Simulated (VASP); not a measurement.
Write the native input for VASP 6.6.1 that does the following.

```
Task                   : single point
Functional             : PBE
Potentials or basis    : VASP PAW PBE potentials, release 64 (Pd)
Cutoff                 : 520 eV
k mesh                 : 12 × 12 × 12
Occupations            : fermi-dirac, width 0.05 eV
Spin                   : no spin polarisation
Dipole correction      : no
Further INCAR settings : ALGO = Normal; EDIFF = 1e-06; NBANDS = 11
```

The structure of Pd lies in POSCAR:

```
Pd
1.0
   -1.5826937604      1.5826937604      1.5826937604
    1.5826937604     -1.5826937604      1.5826937604
    1.5826937604      1.5826937604     -1.5826937604
Pd
1
Direct
    0.0000000000      0.0000000000      0.0000000000
```

This cell differs from its parent crystal: volume scaled by 1.02.

These files were run (other wordings do the same):

INCAR

```
SYSTEM = Pd
  PREC = Accurate
  ENCUT = 520
  EDIFF = 1E-6
  ISMEAR = -1
  SIGMA = 0.05
  LREAL = .FALSE.
  LASPH = .TRUE.
  NELM = 80
  ALGO = Normal
  ISIF = 2
  LWAVE = .FALSE.
  LCHARG = .FALSE.
  GGA = PE
  NBANDS = 11
```

KPOINTS

```
regular mesh
0
G
  12 12 12
  0 0 0
```

Potentials or basis: VASP PAW PBE potentials, release 64 (Pd).

Run with:

```sh
$ cat potpaw_PBE.64/Pd/POTCAR > POTCAR
$ mpirun -np 1 vasp_std > vasp.out
```

It gave:

```
Pressure               : -4.3 GPa
Band gap on the k mesh : zero (band 5 reaches 9.14 eV, above the bottom of band 6 at 7.65 eV)
```

Wall time 4.3 s on 1 thread of Intel(R) Xeon(R) 6975P-C (Granite Rapids), on a shared host, peak memory 0.13 GiB.
